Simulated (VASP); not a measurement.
# LiMo18S36 (a cell with a defect) in VASP: a series of runs

Runs on LiMo18S36 (a cell with a defect). Level: PBE. Tasks: single point.

Everything below comes from runs of VASP 6.6.1. Logs are shortened: lines on timing, memory, paths and dates and some standing lists are left out, and cuts for length are marked.

**1. The cell of the first run**

The cell holds a defect, 55 atoms: a = 9.367 Å, b = 9.367 Å, c = 12.083 Å, α = 90.00°, β = 90.00°, γ = 120.00°.

**2. Single point, PBE**

Contents of INCAR:

```
SYSTEM = LiMo18S36
PREC     = Accurate       ! precision mode
ENCUT    = 520            ! plane-wave cutoff, eV
EDIFF    = 1E-6           ! SCF threshold, eV
ISMEAR   = -1             ! smearing method
SIGMA    = 0.01           ! smearing width, eV
LREAL    = Auto         
LASPH    = .TRUE.         ! aspherical terms in the spheres
NELM     = 80             ! most SCF steps
ALGO     = Normal         ! electronic algorithm
ISIF     = 2              ! what is computed and relaxed
LWAVE    = .FALSE.        ! write WAVECAR
LCHARG   = .FALSE.        ! write CHGCAR
GGA      = PE             ! functional
NELECT   = 470.0        
NBANDS   = 268            ! bands
```

Contents of KPOINTS:

```
Automatic mesh
0
G
  1 1 1
  0 0 0
```

Contents of POSCAR:

```
LiMo18S36
1.0
    9.3669867967      0.0000000804      0.0000000000
   -4.6834934680      8.1120484826      0.0000000000
    0.0000000000      0.0000000000     12.0827026900
Mo S Li
18 36 1
Direct
    0.2219529004      0.1107605946      0.2516366254
    0.1112881206      0.2219034112      0.7481544667
    0.2206230815      0.4433743758      0.2522257626
    0.1112951676      0.5553558305      0.7481789528
    0.2219678335      0.7773318346      0.2516163771
    0.1126455918      0.8893042806      0.7475884329
    0.5553813487      0.1107597955      0.2516245142
    0.4439187525      0.2205891803      0.7475788415
    0.5548823549      0.4431811551      0.2527980007
    0.4436913139      0.5548426329      0.7469903702
    0.5548862709      0.7778285596      0.2527829567
    0.4439198556      0.8893405340      0.7475780727
    0.8893424648      0.1121088564      0.2522362908
    0.7778850539      0.2219503601      0.7481698291
    0.8893610294      0.4433701946      0.2522216924
    0.7783666727      0.5548679576      0.7470080762
    0.8895294923      0.7778217070      0.2528000299
    0.7783605121      0.8895060643      0.7469891730
    0.2222592506      0.1109649196      0.6183795194
    0.1110164690      0.2217045454      0.3814293118
    0.2225863706      0.1106381537      0.8772888025
    0.1106605055      0.2220372310      0.1225172557
    0.2216362263      0.4438071686      0.6186597844
    0.1110382707      0.5554649540      0.3814169909
    0.2225068847      0.4442171040      0.8772585138
    0.1106931817      0.5547607702      0.1225025816
    0.2222505887      0.7772357337      0.6183888297
    0.1115812167      0.8888388325      0.3811267784
    0.2226095556      0.7779319065      0.8773029835
    0.1107055726      0.8884298567      0.1225380099
    0.5560130654      0.1110160373      0.6183768952
    0.4438637320      0.2211414634      0.3811310024
    0.5553318739      0.1106791609      0.8772982584
    0.4442798142      0.2219999875      0.1225322366
    0.5553160208      0.4434143388      0.6183374135
    0.4434504774      0.5547986096      0.3814618047
    0.5541515164      0.4411106735      0.8750700919
    0.4411332214      0.5536222790      0.1247190590
    0.5552975554      0.7779021555      0.6183299913
    0.4438682578      0.8888485137      0.3811207562
    0.5541524697      0.7790526412      0.8750517962
    0.4443062225      0.8884339679      0.1225195529
    0.8893813977      0.1115501744      0.6186578988
    0.7772521152      0.2217057614      0.3814242432
    0.8889638512      0.1106789546      0.8772552562
    0.7779601592      0.2220426168      0.1225088671
    0.8894047760      0.4438651662      0.6186738772
    0.7779396157      0.5547674676      0.3814629583
    0.8889638323      0.4442859577      0.8772758969
    0.7790823720      0.5536098486      0.1247368220
    0.8898282587      0.7779089318      0.6183397409
    0.7779167479      0.8892660772      0.3814611192
    0.8920967732      0.7790669592      0.8750810305
    0.7791098557      0.8916058894      0.1247354057
    0.6665188049      0.6663372225     -0.0001330062
```

Potentials or basis: VASP PAW PBE potentials, release 64 (Mo_sv, S, Li_sv).

Run with:

```bash
> cat potpaw_PBE.64/Mo_sv/POTCAR potpaw_PBE.64/S/POTCAR potpaw_PBE.64/Li_sv/POTCAR > POTCAR
> mpirun -np 1 vasp_gam > vasp.out
```

OUTCAR:

```text
SYSTEM = LiMo18S36
   PREC = Accurate
   ENCUT = 520
   EDIFF = 1E-6
   ISMEAR = -1
   LREAL = Auto
   LASPH = .TRUE.
   NELM = 80
   ISIF = 2
   GGA = PE
   NELECT = 470.0

 ion  position               nearest neighbor table
   1  0.222  0.111  0.252-  30 2.38  34 2.38  32 2.39  28 2.39  22 2.39  20 2.39   9 3.12  17 3.12
                             3 3.12  13 3.12   7 3.12   5 3.12
   2  0.111  0.222  0.748-  25 2.38  45 2.38  23 2.39  43 2.39  21 2.39  19 2.39  18 3.12  10 3.12
                             6 3.12   8 3.12  14 3.12   4 3.12
   3  0.221  0.443  0.252-  38 2.36  24 2.38  20 2.38  26 2.38  22 2.38  36 2.39  15 3.10  13 3.10
                             1 3.12   5 3.12   9 3.13  11 3.13
   4  0.111  0.555  0.748-  25 2.38  49 2.38  47 2.39  23 2.39  29 2.39  27 2.39  10 3.12  16 3.12
                             6 3.12  12 3.12  14 3.12   2 3.12
   5  0.222  0.777  0.252-  30 2.38  42 2.38  40 2.39  28 2.39  26 2.39  24 2.39  11 3.12  17 3.12
                            15 3.12   3 3.12   7 3.12   1 3.12
   6  0.113  0.889  0.748-  53 2.36  19 2.38  27 2.38  21 2.38  29 2.38  51 2.39  12 3.10   8 3.10
                             4 3.12   2 3.12  16 3.13  18 3.13
   7  0.555  0.111  0.252-  34 2.38  42 2.38  40 2.39  32 2.39  46 2.39  44 2.39   9 3.12  11 3.12
                            13 3.12  15 3.12   5 3.12   1 3.12
   8  0.444  0.221  0.748-  37 2.36  19 2.38  31 2.38  21 2.38  33 2.38  35 2.39  12 3.10   6 3.10
                            14 3.12   2 3.12  16 3.13  10 3.13
   9  0.555  0.443  0.253-  32 2.38  36 2.39  48 2.39  34 2.39  50 2.39  38 2.39   7 3.12   1 3.12
[... 40 lines left out ...]
  40  0.444  0.889  0.381-  11 2.38   5 2.39   7 2.39
  41  0.554  0.779  0.875-  12 2.36  55 2.37  18 2.39  10 2.39
  42  0.444  0.888  0.123-   7 2.38   5 2.38  11 2.39
  43  0.889  0.112  0.619-  18 2.38   2 2.39  14 2.39
  44  0.777  0.222  0.381-  15 2.38  13 2.38   7 2.39
  45  0.889  0.111  0.877-   2 2.38  14 2.38  18 2.39
  46  0.778  0.222  0.123-  15 2.38  13 2.38   7 2.39
  47  0.889  0.444  0.619-  16 2.38   4 2.39  14 2.39
  48  0.778  0.555  0.381-  17 2.39   9 2.39  15 2.39
  49  0.889  0.444  0.877-   4 2.38  14 2.38  16 2.39
  50  0.779  0.554  0.125-  15 2.36  55 2.37   9 2.39  17 2.39
  51  0.890  0.778  0.618-  18 2.39  16 2.39   6 2.39
  52  0.778  0.889  0.381-  11 2.39  17 2.39  13 2.39
  53  0.892  0.779  0.875-   6 2.36  55 2.37  16 2.39  18 2.39
  54  0.779  0.892  0.125-  13 2.36  55 2.37  11 2.39  17 2.39
  55  0.667  0.666  1.000-  41 2.37  37 2.37  54 2.37  50 2.37  38 2.37  53 2.37

  LATTYP: Found a hexagonal cell.
 ALAT       =     9.3669867967
 C/A-ratio  =     1.2899241722

  Lattice vectors:

 A1 = (   9.3669867967,   0.0000000804,   0.0000000000)
 A2 = (  -4.6834934680,   8.1120484826,   0.0000000000)
 A3 = (   0.0000000000,   0.0000000000,  12.0827026900)

Analysis of symmetry for initial positions (statically):
=====================================================================
 Subroutine PRICEL returns:
 Original cell was already a primitive cell.

[... 218 lines left out ...]
   ISMEAR =    -1;   SIGMA  =   0.01  broadening in eV -4-tet -1-fermi 0-gaus
   EFERMI_NEDOS =   21; number of points for ismear=-14 and -15
   IALGO  =     38    algorithm
   IMIX   =      4    mixing-type and parameters
     AMIX     =   0.40;   BMIX     =  1.00
     AMIX_MAG =   1.60;   BMIX_MAG =  1.00
  volume/ion in A,a.u.               =      16.69       112.65
  Fermi-wavevector in a.u.,A,eV,Ry     =   1.309612  2.474808 23.335124  1.715083
  Thomas-Fermi vector in A             =   2.440199
   LORBIT       =      0    0 simple, 1 ext, 2 COOP (PROOUT), +10 PAW based schemes
   GGA     = PE    functional components
   LHFCALC =     F    Hartree Fock is set to
   AEXX    =    0.0000 exact exchange contribution
   IVDW    =     0    specifies the selected vdW correction
   LEPSILON=     F    determine dielectric tensor
   LRPA    =     F    only Hartree local field effects (RPA)
 non-spin polarized calculation
  energy-cutoff  :      520.00
  volume of cell :      918.11
 maximum number of plane-waves:     12404
 NGX is ok and might be reduce to    70
   NGX = 35   NGY = 35   NGZ = 45

 number of electron     469.9999983 magnetization

 Free energy of the ion-electron system (eV)
  ---------------------------------------------------
  ext. energy  EPLUGINS =         0.00000000
  ---------------------------------------------------
  free energy    TOTEN  =      -402.13894639 eV

  energy without entropy =     -402.13894639  energy(sigma->0) =     -402.13894639

 E-fermi :   8.6532     XC(G=0): -11.1232

 val. band max:        8.2495547099   @ k =   0.0000   0.0000   0.0000
 cond. band min:       9.4554199377   @ k =   0.0000   0.0000   0.0000
 fundamental gap:      1.2058652278
 Fermi energy:         8.6532000303

 k-point     1 :       0.0000    0.0000    0.0000
  band No.  band energies     occupation
      1     -53.1486      2.00000
      2     -53.1485      2.00000
      3     -53.1218      2.00000
      4     -53.1217      2.00000
      5     -53.1216      2.00000
      6     -53.1216      2.00000
[... 239 lines left out ...]
    246       9.8425      0.00000
    247       9.8426      0.00000
 [bands above 247 left out]

------------------------ aborting loop because EDIFF is reached ----------------------------------------

  FORCE on cell =-STRESS in cart. coord.  units (eV):
  Direction    XX          YY          ZZ          XY          YZ          ZX
  --------------------------------------------------------------------------------------
  -------------------------------------------------------------------------------------
  Total       37.5470049     37.5466822     28.8722867      0.0092257      0.0028529      0.0066050
  in kB       65.5226335     65.5220704     50.3845318      0.0160996      0.0049786      0.0115262
  external PRESSURE =      60.4764119 kB  Pullay stress =       0.0000000 kB

 VOLUME and BASIS-vectors are now :
 -----------------------------------------------------------------------------
  energy-cutoff  :      520.00
  volume of cell :      918.11
      direct lattice vectors                 reciprocal lattice vectors
     9.366986797  0.000000080  0.000000000     0.106757917  0.061636713  0.000000000
    -4.683493468  8.112048483  0.000000000    -0.000000001  0.123273424  0.000000000
     0.000000000  0.000000000 12.082702690     0.000000000  0.000000000  0.082762940

 POSITION                                       TOTAL-FORCE (eV/Angst)
 -----------------------------------------------------------------------------------
      1.56028      0.89850      3.04045         0.000259     -0.001109      0.002949
      0.00315      1.80009      9.03973         0.000460     -0.000312     -0.002478
     -0.00997      3.59667      3.04757        -0.003338     -0.002029      0.009739
     -1.55851      4.50507      9.04002         0.000037      0.000357     -0.003472
     -1.56146      6.30575      3.04021        -0.000395      0.000598      0.004102
     -3.10990      7.21408      9.03289         0.002412      0.001903     -0.010563
[... 47 lines left out ...]
      3.12208      7.23275      1.50714         0.000235     -0.000059      0.010575
      3.12249      5.40536     12.08110         0.003348      0.003127      0.003975
 -----------------------------------------------------------------------------------
    total drift:                                0.002557      0.005937      0.004178

  FREE ENERGIE OF THE ION-ELECTRON SYSTEM (eV)
  ---------------------------------------------------
  free  energy   TOTEN  =      -402.1389463921 eV

  energy  without entropy=     -402.1389463921  energy(sigma->0) =     -402.13894639
```

It took 6.7 min on 1 thread of Intel Xeon Platinum 8488C (Sapphire Rapids), shared host; peak memory 0.86 GiB.

What came out:

| Quantity | Value |
| --- | --- |
| Free energy | -402.1389 eV |
| Largest force | 0.015 eV/Å |

Forces on the atoms (eV/Å):
```
Mo   0.000 -0.001  0.003
Mo   0.000  0.000 -0.002
Mo  -0.003 -0.002  0.010
Mo   0.000  0.000 -0.003
Mo   0.000  0.001  0.004
Mo   0.002  0.002 -0.011
Mo   0.001  0.000  0.003
Mo   0.000 -0.004 -0.010
Mo   0.001  0.009  0.000
Mo   0.008  0.004  0.000
Mo   0.009 -0.004  0.001
Mo  -0.004  0.001 -0.011
Mo   0.000  0.004  0.010
Mo  -0.001 -0.001 -0.004
Mo   0.004 -0.002  0.011
Mo  -0.009  0.005  0.000
Mo  -0.007 -0.005  0.000
Mo   0.000 -0.010  0.001
S   -0.001 -0.003  0.012
S   -0.002 -0.002 -0.013
S    0.000  0.001 -0.013
S    0.001  0.003  0.014
S    0.003  0.001  0.015
S   -0.001 -0.003 -0.014
S    0.001  0.000 -0.012
S   -0.001  0.001  0.013
S   -0.002  0.002  0.014
S   -0.002  0.000 -0.013
S   -0.003  0.000 -0.014
S    0.003  0.000  0.013
S   -0.002 -0.002  0.012
S   -0.001  0.003 -0.013
S   -0.001 -0.001 -0.014
S    0.000  0.000  0.012
S   -0.002  0.002  0.013
S    0.002  0.000 -0.012
S    0.000 -0.002 -0.010
S    0.001  0.000  0.008
S    0.002  0.000  0.013
S    0.002  0.000 -0.014
S   -0.001 -0.002 -0.009
S    0.000 -0.001  0.012
S    0.002 -0.002  0.013
S    0.004  0.002 -0.014
S   -0.003  0.002 -0.013
S    0.001 -0.001  0.013
S   -0.001  0.000  0.013
S   -0.003  0.001 -0.014
S   -0.001 -0.001 -0.012
S   -0.002  0.000  0.008
S   -0.001  0.001  0.011
S    0.003  0.000 -0.011
S    0.001 -0.001 -0.011
S    0.000  0.000  0.011
Li   0.003  0.003  0.004
```

Caveat: the k points lie up to 0.77 Å⁻¹ apart; the cell carries a net charge on a neutralising background, which shifts energy and pressure; the cell is charged against a uniform background, so pressure and absolute levels hang on convention; the cutoff is under 1.25 times the usual one of these potentials, so pressure, stress and relaxed cells hold a basis-set (Pulay) error.

[end of part 1 of 2]
